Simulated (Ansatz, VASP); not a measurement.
## PbS in VASP and in Ansatz

INCAR

```
PREC = Accurate ; ENCUT = 520
EDIFF = 1E-6 ; ISMEAR = -1
SIGMA = 0.02 ; LREAL = False
LASPH = True ; NELM = 100
ALGO = Normal ; ISIF = 2
LWAVE = False ; LCHARG = False
GGA = PE ; NBANDS = 28
```

The input KPOINTS:

```
regular mesh
0
Gamma
  6 6 4
```

The input POSCAR:

```
PbS
1.0
    4.1120449242      0.0000000000      0.0000000000
   -2.0560224621      3.5611353659      0.0000000000
    0.0000000000      0.0000000000      7.2852350256
Pb S
2 2
Direct
    0.0000000000      0.0000000000      0.0000000000
    0.0000000000      0.0000000000      0.5000000000
    0.3333333333      0.6666666667      0.2500000000
    0.6666666667      0.3333333333      0.7500000000
```

Input for Ansatz:

```yaml
crystal:
  lattice:
    - [4.1120449242, 0.0, 0.0]
    - [-2.0560224621, 3.5611353659, 0.0]
    - [0.0, 0.0, 7.2852350256]
  atoms:
    - { symbol: Pb, position: [0.0, 0.0, 0.0] }
    - { symbol: Pb, position: [0.0, 0.0, 0.5] }
    - { symbol: S, position: [0.3333333333, 0.6666666667, 0.25] }
    - { symbol: S, position: [0.6666666667, 0.3333333333, 0.75] }
kpoints:
  mp_grid: { grid: [6, 6, 4] }
hamiltonian:
  xc: pbe
scf:
  occupations: { method: fermi_dirac, width: 0.02 }
  n_extra_bands: 5
output:
  forces: true
  stress: true
  eigenvalues: true
```

Alike in both runs: task single point; functional PBE; k mesh 6 × 6 × 4; occupations fermi-dirac, width 0.02 eV; no spin polarisation.

```csv
,VASP,Ansatz
version,VASP 6.6.1,Ansatz 0.2.0
potentials or method,"VASP PAW PBE potentials, release 64 (Pb_d, S)","plane waves, PAW"
plane-wave cutoff (eV),520,420
valence electrons in the cell,40,40
```

|  | VASP | Ansatz | Ansatz less VASP |
| --- | --- | --- | --- |
| pressure (GPa) | 1.6 | 1.6 | +0.07 |
| traceless stress, the component that is largest in VASP (GPa) | 0.19 | 0.20 | +0.008 |

The functional is the same, so the differences come from potentials, cutoffs and numerics.

Spin-orbit coupling is off throughout.
